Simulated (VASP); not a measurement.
# CuSi15 (F-43m) in VASP: single point with PBEsol+U

Aim: the single point of CuSi15 with PBEsol+U.

Everything below comes from runs of VASP 6.6.1. Logs are shortened: lines on timing, memory, paths and dates and some standing lists are left out, and cuts for length are marked.

**1. The cell of the first run**

The structure is cubic, space group F-43m (No. 216). Conventional cell: a = 10.874 Å, b = 10.874 Å, c = 10.874 Å, α = 90.00°, β = 90.00°, γ = 90.00°. Cu (site symmetry -43m) has 4 Si at 2.33 Å within 3.1 Å. Within 3.1 Å of Si (site symmetry 2mm) lie 4 Si at 2.36 Å. Si (site symmetry -43m) has 4 Si at 2.35 Å within 3.1 Å. Si (site symmetry 3m) has 1 Cu at 2.33 Å and 3 Si at 2.36 Å within 3.1 Å. Si (site symmetry 3m) has 4 Si at 2.35 to 2.36 Å within 3.1 Å.

**2. Single point, PBEsol+U**

The input, INCAR:

```
SYSTEM = CuSi15
PREC = Accurate ; ENCUT = 520
EDIFF = 1E-7 ; ISMEAR = 0
SIGMA = 0.05 ; LREAL = Auto
LASPH = .TRUE. ; NELM = 150
ALGO = Normal ; ISIF = 2
LWAVE = .FALSE. ; LCHARG = .FALSE.
LMAXMIX = 4 ; LDAU = .TRUE.
LDAUTYPE = 2 ; LDAUL = 2 -1
LDAUU = 5 0 ; LDAUJ = 0 0
LDAUPRINT = 1 ; GGA = PS
NBANDS = 50
```

The input, KPOINTS:

```
Automatic mesh
0
G
  3 3 3
  0 0 0
```

The input, POSCAR:

```
CuSi15
1.0
    0.0000000000      5.4370000000      5.4370000000
    5.4370000000      0.0000000000      5.4370000000
    5.4370000000      5.4370000000      0.0000000000
Cu Si
1 15
Direct
    1.0000000000      1.0000000000      0.0000000000
    0.0002682891      0.0002682891      0.4997317109
    0.0002682891      0.4997317109      0.0002682891
    0.0002682891      0.4997317109      0.4997317109
    0.4997317109      0.0002682891      0.0002682891
    0.4997317109      0.0002682891      0.4997317109
    0.4997317109      0.4997317109      0.0002682891
    0.5000000000      0.5000000000      0.5000000000
    0.1235515995      0.1235515995      0.1235515995
    0.1235515995      0.1235515995      0.6293452016
    0.1235515995      0.6293452016      0.1235515995
    0.1249634952      0.6250121683      0.6250121683
    0.6293452016      0.1235515995      0.1235515995
    0.6250121683      0.1249634952      0.6250121683
    0.6250121683      0.6250121683      0.1249634952
    0.6250121683      0.6250121683      0.6250121683
```

Potentials or basis: VASP PAW PBE potentials, release 64 (Cu, Si).

On the command line:

```
cat potpaw_PBE.64/Cu/POTCAR potpaw_PBE.64/Si/POTCAR > POTCAR
mpirun -np 1 vasp_std > vasp.out
```

OUTCAR:

```text
SYSTEM = CuSi15
   PREC = Accurate
   ENCUT = 520
   EDIFF = 1E-7
   ISMEAR = 0
   LREAL = Auto
   LASPH = .TRUE.
   NELM = 150
   ISIF = 2
   GGA = PS

 ion  position               nearest neighbor table
   1  0.000  0.000  0.000-  10 2.33  11 2.33  13 2.33   9 2.33
   2  0.000  0.000  0.500-  12 2.36  14 2.36   9 2.36  10 2.36
   3  0.000  0.500  0.000-  12 2.36  15 2.36   9 2.36  11 2.36
   4  0.000  0.500  0.500-  16 2.36  12 2.36  10 2.36  11 2.36
   5  0.500  0.000  0.000-  14 2.36  15 2.36   9 2.36  13 2.36
   6  0.500  0.000  0.500-  16 2.36  14 2.36  10 2.36  13 2.36
[... 8 lines left out ...]
  15  0.625  0.625  0.125-   8 2.35   5 2.36   3 2.36   7 2.36
  16  0.625  0.625  0.625-   8 2.35   6 2.36   7 2.36   4 2.36

  LATTYP: Found a face centered cubic cell.
 ALAT       =    10.8740000000

  Lattice vectors:

 A1 = (   0.0000000000,   5.4370000000,   5.4370000000)
 A2 = (   5.4370000000,   0.0000000000,   5.4370000000)
 A3 = (   5.4370000000,   5.4370000000,   0.0000000000)

Analysis of symmetry for initial positions (statically):
=====================================================================
 Subroutine PRICEL returns:
 Original cell was already a primitive cell.

 Routine SETGRP: Setting up the symmetry group for a
 face centered cubic supercell.

 Subroutine GETGRP returns: Found 24 space group operations
 (whereof 24 operations were pure point group operations)
 out of a pool of 48 trial point group operations.

The static configuration has the point symmetry T_d .

Analysis of symmetry for dynamics (positions and initial velocities):
=====================================================================
 Subroutine PRICEL returns:
 Original cell was already a primitive cell.

 Routine SETGRP: Setting up the symmetry group for a
 face centered cubic supercell.

 Subroutine GETGRP returns: Found 24 space group operations
 (whereof 24 operations were pure point group operations)
 out of a pool of 48 trial point group operations.

The dynamic configuration has the point symmetry T_d .

 Subroutine INISYM returns: Found 24 space group operations
 (whereof 24 operations are pure point group operations),
 and found     1 'primitive' translations

----------------------------------------------------------------------------------------

                                     Primitive cell

  volume of cell :     321.4460

  direct lattice vectors                    reciprocal lattice vectors
     0.000000000  5.437000000  5.437000000    -0.091962479  0.091962479  0.091962479
     5.437000000  0.000000000  5.437000000     0.091962479 -0.091962479  0.091962479
     5.437000000  5.437000000  0.000000000     0.091962479  0.091962479 -0.091962479

  length of vectors
     7.689079139  7.689079139  7.689079139     0.159283687  0.159283687  0.159283687

  position of ions in fractional coordinates (direct lattice)
     0.000000000  0.000000000  0.000000000
     0.000268289  0.000268289  0.499731711
     0.000268289  0.499731711  0.000268289
     0.000268289  0.499731711  0.499731711
     0.499731711  0.000268289  0.000268289
     0.499731711  0.000268289  0.499731711
[... 8 lines left out ...]
     0.625012168  0.625012168  0.124963495
     0.625012168  0.625012168  0.625012168

  ion indices of the primitive-cell ions
   primitive index   ion index
                 1           1
                 2           2
                 3           3
                 4           4
                 5           5
                 6           6
[... 8 lines left out ...]
                15          15
                16          16

----------------------------------------------------------------------------------------

 KPOINTS: Automatic mesh

Automatic generation of k-mesh.
 Grid dimensions read from file:
 generate k-points for:    3    3    3

 Generating k-lattice:

  Cartesian coordinates                     Fractional coordinates (reciprocal lattice)
    -0.030654160  0.030654160  0.030654160     0.333333333  0.000000000  0.000000000
     0.030654160 -0.030654160  0.030654160     0.000000000  0.333333333  0.000000000
     0.030654160  0.030654160 -0.030654160     0.000000000  0.000000000  0.333333333

  Length of vectors
     0.053094562  0.053094562  0.053094562

  Shift w.r.t. Gamma in fractional coordinates (k-lattice)
     0.000000000  0.000000000  0.000000000

 Subroutine IBZKPT returns following result:
 ===========================================

 Found      4 irreducible k-points:

 Following reciprocal coordinates:
            Coordinates               Weight
  0.000000  0.000000  0.000000      1.000000
  0.333333  0.000000  0.000000      8.000000
  0.333333  0.333333  0.000000      6.000000
 -0.333333  0.333333  0.000000     12.000000
   k-points           NKPTS =      4   k-points in BZ     NKDIM =      4   number of bands    NBANDS=     50
   number of dos      NEDOS =    301   number of ions     NIONS =     16
   total plane-waves  NPLWV = 216000
   dimension x,y,z NGX =    60 NGY =   60 NGZ =   60
   dimension x,y,z NGXF=   120 NGYF=  120 NGZF=  120
   ions per type =               1  15
   NGX,Y,Z   is equivalent  to a cutoff of  12.97, 12.97, 12.97 a.u.
   NGXF,Y,Z  is equivalent  to a cutoff of  25.95, 25.95, 25.95 a.u.
 SYSTEM =  CuSi15
   PREC   = accura    normal or accurate (medium, high low for compatibility)
   ISTART =      0    job   : 0-new  1-cont  2-samecut
   ICHARG =      2    charge: 1-file 2-atom 10-const
   ISPIN  =      1    spin polarized calculation?
   LNONCOLLINEAR =      F non collinear calculations
   LSORBIT =      F    spin-orbit coupling
   LASPH  =      T    aspherical Exc in radial PAW
   ENCUT  =  520.0 eV  38.22 Ry    6.18 a.u.  14.30 14.30 14.30*2*pi/ulx,y,z
   NELM   =    150;   NELMIN=  2; NELMDL= -5     # of ELM steps
   EDIFF  = 0.1E-06   stopping-criterion for ELM
   LREAL  =      T    real-space projection
   EDIFFG = 0.1E-05   stopping-criterion for IOM
   NSW    =      0    number of steps for IOM
   IBRION =     -1    ionic relax: 0-MD 1-quasi-New 2-CG
   NFREE  =      0    steps in history (QN), initial steepest desc. (CG)
   ISIF   =      2    stress and relaxation
   ISYM   =      2    0-nonsym 1-usesym 2-fastsym
   POTIM  = 0.5000    time-step for ionic-motion
   TEBEG  =    0.0;   TEEND  =   0.0 temperature during run
   PSTRESS=    0.0 pullay stress
   NELECT =      71.0000    total number of electrons
   NUPDOWN=      -1.0000    fix difference up-down
   EMIN   =  10.00;   EMAX   =-10.00  energy-range for DOS
   EFERMI =   0.00;   METHOD = LEGACY
   ISMEAR =     0;   SIGMA  =   0.05  broadening in eV -4-tet -1-fermi 0-gaus
   EFERMI_NEDOS =   21; number of points for ismear=-14 and -15
   IALGO  =     38    algorithm
   IMIX   =      4    mixing-type and parameters
     AMIX     =   0.40;   BMIX     =  1.00
     AMIX_MAG =   1.60;   BMIX_MAG =  1.00
  volume/ion in A,a.u.               =      20.09       135.58
  Fermi-wavevector in a.u.,A,eV,Ry     =   0.989597  1.870067 13.324210  0.979302
  Thomas-Fermi vector in A             =   2.121207
   LORBIT       =      0    0 simple, 1 ext, 2 COOP (PROOUT), +10 PAW based schemes
 LDA+U is selected, type is set to LDAUTYPE =  2
   angular momentum for each species LDAUL =     2   -1
   U (eV)           for each species LDAUU =   5.0  0.0
   J (eV)           for each species LDAUJ =   0.0  0.0
   GGA     = PS    functional components
   LHFCALC =     F    Hartree Fock is set to
   AEXX    =    0.0000 exact exchange contribution
   IVDW    =     0    specifies the selected vdW correction
   LEPSILON=     F    determine dielectric tensor
   LRPA    =     F    only Hartree local field effects (RPA)
 non-spin polarized calculation
 Gauss-broadening in eV      SIGMA  =   0.05
  energy-cutoff  :      520.00
  volume of cell :      321.45
 maximum number of plane-waves:      8682
 NGX is ok and might be reduce to    60
   NGX = 29   NGY = 29   NGZ = 29

atom =   1  type =  1  l = 2

 onsite density matrix

spin component  1

  0.9231  0.0000  0.0000  0.0000  0.0000
  0.0000  0.9231  0.0000 -0.0000  0.0000
  0.0000  0.0000  0.9418 -0.0000  0.0000
  0.0000 -0.0000 -0.0000  0.9231 -0.0000
  0.0000  0.0000  0.0000 -0.0000  0.9418

spin component  2

  0.9231  0.0000  0.0000  0.0000  0.0000
  0.0000  0.9231  0.0000 -0.0000  0.0000
  0.0000  0.0000  0.9418 -0.0000  0.0000
  0.0000 -0.0000 -0.0000  0.9231 -0.0000
  0.0000  0.0000  0.0000 -0.0000  0.9418

 occupancies and eigenvectors

  o =  0.9231  v =  1.0000  0.0000  0.0000  0.0000  0.0000  0.0000  0.0000  0.0000  0.0000  0.0000      0.0000  0.0000  0.0000  0.0000  0.0000  0.0000  0.0000  0.0000  0.0000  0.0000
  o =  0.9231  v =  0.0000  0.0000  0.0000  0.0000  0.0000  1.0000  0.0000  0.0000  0.0000  0.0000      0.0000  0.0000  0.0000  0.0000  0.0000  0.0000  0.0000  0.0000  0.0000  0.0000
  o =  0.9231  v =  0.0000 -0.9134  0.0000 -0.4071  0.0000  0.0000  0.0000  0.0000  0.0000  0.0000      0.0000  0.0000  0.0000  0.0000  0.0000  0.0000  0.0000  0.0000  0.0000  0.0000
  o =  0.9231  v =  0.0000  0.4071  0.0000 -0.9134 -0.0000  0.0000  0.0000  0.0000  0.0000  0.0000      0.0000  0.0000  0.0000  0.0000  0.0000  0.0000  0.0000  0.0000  0.0000  0.0000
  o =  0.9231  v =  0.0000  0.0000  0.0000  0.0000  0.0000  0.0000  0.4071  0.0000 -0.9134 -0.0000      0.0000  0.0000  0.0000  0.0000  0.0000  0.0000  0.0000  0.0000  0.0000  0.0000
  o =  0.9231  v =  0.0000  0.0000  0.0000  0.0000  0.0000  0.0000 -0.9134  0.0000 -0.4071  0.0000      0.0000  0.0000  0.0000  0.0000  0.0000  0.0000  0.0000  0.0000  0.0000  0.0000
  o =  0.9418  v =  0.0000  0.0000 -0.0012 -0.0000  1.0000  0.0000  0.0000  0.0000  0.0000  0.0000      0.0000  0.0000  0.0000  0.0000  0.0000  0.0000  0.0000  0.0000  0.0000  0.0000
  o =  0.9418  v =  0.0000  0.0000  0.0000  0.0000  0.0000  0.0000  0.0000  1.0000  0.0000  0.0012      0.0000  0.0000  0.0000  0.0000  0.0000  0.0000  0.0000  0.0000  0.0000  0.0000
  o =  0.9418  v =  0.0000  0.0000  1.0000  0.0000  0.0012  0.0000  0.0000  0.0000  0.0000  0.0000      0.0000  0.0000  0.0000  0.0000  0.0000  0.0000  0.0000  0.0000  0.0000  0.0000
  o =  0.9418  v =  0.0000  0.0000  0.0000  0.0000  0.0000  0.0000  0.0000 -0.0012 -0.0000  1.0000      0.0000  0.0000  0.0000  0.0000  0.0000  0.0000  0.0000  0.0000  0.0000  0.0000

 number of electron      71.0000002 magnetization

 Free energy of the ion-electron system (eV)
  ---------------------------------------------------
  ext. energy  EPLUGINS =         0.00000000
  ---------------------------------------------------
  free energy    TOTEN  =       -87.14435453 eV

  energy without entropy =      -87.13533963  energy(sigma->0) =      -87.13984708

 E-fermi :   5.6898     XC(G=0):  -9.5771

 val. band max:        4.9944646016   @ k =   0.0000   0.0000   0.0000
 cond. band min:       5.7184711108   @ k =   0.3333   0.3333   0.0000
 fundamental gap:      0.7240065092
 Fermi energy:         5.6897549147

 k-point     1 :       0.0000    0.0000    0.0000
  band No.  band energies     occupation
      1      -6.2837      2.00000
      2      -4.0807      2.00000
      3      -4.0807      2.00000
      4      -4.0807      2.00000
      5      -3.5754      2.00000
      6      -2.2968      2.00000
[... 39 lines left out ...]
     46       7.2097      0.00000
     47       7.9849      0.00000

 k-point     2 :       0.3333    0.0000    0.0000
  band No.  band energies     occupation
      1      -5.9372      2.00000
      2      -4.9189      2.00000
      3      -3.9156      2.00000
      4      -3.9156      2.00000
      5      -3.6852      2.00000
      6      -3.3217      2.00000
[... 39 lines left out ...]
     46       8.3354      0.00000
     47       8.4396      0.00000

 k-point     3 :       0.3333    0.3333    0.0000
  band No.  band energies     occupation
      1      -5.8166      2.00000
      2      -4.4897      2.00000
      3      -4.3023      2.00000
      4      -4.2853      2.00000
      5      -4.2853      2.00000
      6      -3.5892      2.00000
[... 39 lines left out ...]
     46       8.4041      0.00000
     47       8.7449      0.00000

 k-point     4 :      -0.3333    0.3333    0.0000
  band No.  band energies     occupation
      1      -5.4009      2.00000
      2      -5.0932      2.00000
      3      -4.8667      2.00000
      4      -4.0991      2.00000
      5      -3.8493      2.00000
      6      -3.1337      2.00000
[... 39 lines left out ...]
     46       9.0628      0.00000
     47       9.2239      0.00000
 [bands above 47 left out]

------------------------ aborting loop because EDIFF is reached ----------------------------------------

  FORCE on cell =-STRESS in cart. coord.  units (eV):
  Direction    XX          YY          ZZ          XY          YZ          ZX
  --------------------------------------------------------------------------------------
  -------------------------------------------------------------------------------------
  Total       -2.3455150     -2.3455150     -2.3455150     -0.0000000     -0.0000000      0.0000000
  in kB      -11.6907076    -11.6907076    -11.6907076     -0.0000000     -0.0000000      0.0000000
  external PRESSURE =     -11.6907076 kB  Pullay stress =       0.0000000 kB

 VOLUME and BASIS-vectors are now :
 -----------------------------------------------------------------------------
  energy-cutoff  :      520.00
  volume of cell :      321.45
      direct lattice vectors                 reciprocal lattice vectors
     0.000000000  5.437000000  5.437000000    -0.091962479  0.091962479  0.091962479
     5.437000000  0.000000000  5.437000000     0.091962479 -0.091962479  0.091962479
     5.437000000  5.437000000  0.000000000     0.091962479  0.091962479 -0.091962479

 POSITION                                       TOTAL-FORCE (eV/Angst)
 -----------------------------------------------------------------------------------
      0.00000      0.00000      0.00000         0.000000      0.000000      0.000000
      2.71850      2.71850      0.00292         0.000000      0.000000     -0.004055
      2.71850      0.00292      2.71850         0.000000     -0.004055      0.000000
      5.43408      2.71850      2.71850         0.004055      0.000000      0.000000
      0.00292      2.71850      2.71850        -0.004055      0.000000      0.000000
      2.71850      5.43408      2.71850         0.000000      0.004055      0.000000
[... 8 lines left out ...]
      4.07762      4.07762      6.79638         0.000214      0.000214     -0.000214
      6.79638      6.79638      6.79638        -0.000214     -0.000214     -0.000214
 -----------------------------------------------------------------------------------
    total drift:                               -0.000000     -0.000000     -0.000000

  FREE ENERGIE OF THE ION-ELECTRON SYSTEM (eV)
  ---------------------------------------------------
  free  energy   TOTEN  =       -87.1443545341 eV

  energy  without entropy=      -87.1353396322  energy(sigma->0) =      -87.13984708
```

Run time: 2.1 min. Hardware: 1 thread of Intel Xeon Platinum 8488C (Sapphire Rapids), shared host; peak memory 0.46 GiB.

What came out:

* Free energy: -87.1444 eV
* Pressure: -1.2 GPa
* Largest force: 0.070 eV/Å

Forces in eV/Å, atoms in the order of the input:
```
Cu   0.000  0.000  0.000
Si   0.000  0.000 -0.004
Si   0.000 -0.004  0.000
Si   0.004  0.000  0.000
Si  -0.004  0.000  0.000
Si   0.000  0.004  0.000
Si   0.000  0.000  0.004
Si   0.000  0.000  0.000
Si  -0.040 -0.040 -0.040
Si   0.040  0.040 -0.040
Si   0.040 -0.040  0.040
Si   0.000  0.000  0.000
Si  -0.040  0.040  0.040
Si   0.000  0.000  0.000
Si   0.000  0.000  0.000
Si   0.000  0.000  0.000
```

Levels at points of the mesh, in eV from the Fermi level:
| k point | band 31 | band 32 | band 33 | band 34 | band 35 | band 36 | band 37 | band 38 | band 39 | band 40 |
| --- | --- | --- | --- | --- | --- | --- | --- | --- | --- | --- |
| (0.00, 0.00, 0.00) | -1.29 | -0.70 | -0.70 | -0.70 | 0.64 | 0.66 | 0.66 | 0.66 | 0.69 | 0.69 |

Eigenvalues of the final occupation matrices:
```
    site  spin  trace               eigenvalues
site 1 d     1   4.65  0.92 0.92 0.92 0.94 0.94
site 1 d     2   4.65  0.92 0.92 0.92 0.94 0.94
```

Caveat: the PAW data sets were made with another functional, which shifts forces and pressure a little; U without spin polarisation on a metal has little footing; the U is typed as a test and isn't derived for this compound.
